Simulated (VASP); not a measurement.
Wanted: the native input for a VASP 6.6.1 run.

```yaml
Task: single point
Functional: PBE
Potentials_or_basis: VASP PAW PBE potentials, release 64 (Cu, Si)
Cutoff: 400 eV
k_mesh: 1 × 1 × 1, shifted
Occupations: fermi-dirac, width 0.1853 eV
Spin: no spin polarisation
Dipole_correction: no
Mended: yes
Further_INCAR_settings: LREAL = Auto; ALGO = Normal; EDIFF = 1e-06; NBANDS = 81; ISYM = -1
```

The structure of Cu5Si3 lies in POSCAR:

```
Cu5Si3
1.0
    6.0333080000     -0.0687010000      0.0339860000
   -0.0687010000      6.3113540000     -0.0708020000
    0.0339860000     -0.0708020000      5.9927160000
Cu Si
10 6
Direct
    0.6457334717      0.2214322587      0.5535131231
    0.8375699471      0.5414422862      0.4444231204
    0.5894481943      0.0924301404     -0.0174619901
    0.7477565064      0.8957026008      0.6515433541
    0.0697310322      0.2507670775      0.5921895734
    0.4464055374      0.4223428950      0.7623515253
    0.1737790590      0.9645680579      0.7682929230
    0.4104303712      0.3912626098      0.2280141907
    0.0619467924      0.6513047646      0.0677399624
    0.2104737721     -0.0242080809      0.2314125778
    0.0766403639      0.6136146314      0.7229158605
    0.4935837833      0.7449084884      0.0623777386
    0.7214516834      0.4634014127      0.0498419231
    0.1395457690      0.2673316686      0.0141925655
    0.4716446905      0.7389916858      0.4823687244
    0.8863741534      1.1587492855      0.2431873052
```

One way to write it, as run:

INCAR

```
SYSTEM = Cu5Si3
PREC = Accurate ; ENCUT = 400
EDIFF = 1E-6 ; ISMEAR = -1
SIGMA = 0.1853 ; LREAL = Auto
LASPH = .True. ; NELM = 120
ALGO = Normal ; ISIF = 2
LWAVE = .False. ; LCHARG = .True.
GGA = PE ; LELF = .True.
LVHAR = .True. ; NBANDS = 81
ISYM = -1 ; GGA_COMPAT = .False.
```

KPOINTS

```
explicit points
1
Reciprocal
  0.25000000   0.25000000   0.25000000 1
```

Potentials or basis: VASP PAW PBE potentials, release 64 (Cu, Si).

Command:

```bash
$ cat potpaw_PBE.64/Cu/POTCAR potpaw_PBE.64/Si/POTCAR > POTCAR
$ mpirun -np 1 vasp_std > vasp.out
```

Results of the run:

The pressure is 5.9 GPa. The largest force is 3.055 eV/Å.

Caveat: the atoms stand as in a frame of molecular dynamics.

Wall time 40 s on 1 thread of Intel(R) Xeon(R) Platinum 8559C (Emerald Rapids), on a shared host, peak memory 0.23 GiB.
